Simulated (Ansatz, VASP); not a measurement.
# SrTiO3: VASP beside Ansatz

Contents of POSCAR:

```
SrTiO3
1.0
    3.9471053931      0.0000000000      0.0000000000
    0.0000000000      3.9471053931      0.0000000000
    0.0000000000      0.0000000000      3.9471053931
Sr Ti O
1 1 3
Direct
    0.5000000000      0.5000000000      0.5000000000
    0.0000000000      0.0000000000      0.0000000000
    0.5000000000      0.0000000000      0.0000000000
    0.0000000000      0.5000000000      0.0000000000
    0.0000000000      0.0000000000      0.5000000000
```

INCAR.step1

```
PREC = Accurate ; ENCUT = 520
ISMEAR = 0 ; SIGMA = 0.02
LREAL = F ; LASPH = T
NELM = 80 ; NBANDS = 28
GGA = PE ; ALGO = Normal
EDIFF = 1E-4 ; LWAVE = T
LCHARG = F
```

File INCAR.step2:

```
PREC = Accurate ; ENCUT = 520
EDIFF = 1E-6 ; ISMEAR = 0
SIGMA = 0.02 ; LREAL = F
LASPH = T ; NELM = 80
ALGO = Normal ; ISIF = 2
LWAVE = F ; LCHARG = F
METAGGA = R2SCAN ; LMIXTAU = T
NBANDS = 28 ; ISTART = 1
```

File KPOINTS:

```
Automatic mesh
0
Gamma
  8 8 8
```

Input for Ansatz:

```yaml
crystal:
  lattice:
    - [3.9471053931, 0.0, 0.0]
    - [0.0, 3.9471053931, 0.0]
    - [0.0, 0.0, 3.9471053931]
  atoms:
    - { symbol: Sr, position: [0.5, 0.5, 0.5] }
    - { symbol: Ti, position: [0.0, 0.0, 0.0] }
    - { symbol: O, position: [0.5, 0.0, 0.0] }
    - { symbol: O, position: [0.0, 0.5, 0.0] }
    - { symbol: O, position: [0.0, 0.0, 0.5] }
basis:
  ecutwfc: 500
kpoints:
  mp_grid: { grid: [8, 8, 8] }
  band_path:
    path: [[0.0, 0.0, 0.0], [0.0, 0.5, 0.0], [0.5, 0.5, 0.0], [0.5, 0.5, 0.5]]
    npoints: 1
hamiltonian:
  xc: r2scan
scf:
  occupations: { method: gaussian, width: 0.02 }
  n_extra_bands: 5
output:
  forces: true
  stress: true
  eigenvalues: true
```

Alike in both runs: task single point; functional r2SCAN; k mesh 8 × 8 × 8; occupations gaussian, width 0.02 eV; no spin polarisation.

|  | VASP | Ansatz |
| --- | --- | --- |
| version | VASP 6.6.1 | Ansatz 0.2.0 |
| potentials or method | VASP PAW PBE potentials, release 64 (Sr_sv, Ti_sv, O), cutoff 520 eV | scalar-relativistic, plane waves, PAW |
| valence electrons in the cell | 40 | 40 |

|  | VASP | Ansatz | Ansatz less VASP |
| --- | --- | --- | --- |
| gap on the k mesh at the Fermi level (eV) | 2.20 | 2.19 | -0.014 |
| least direct gap on the mesh (eV) | 2.60 | 2.57 | -0.029 |
| pressure (GPa) | -4.6 | -5.4 | -0.83 |

VASP's potentials were made for PBE, not for r2SCAN.
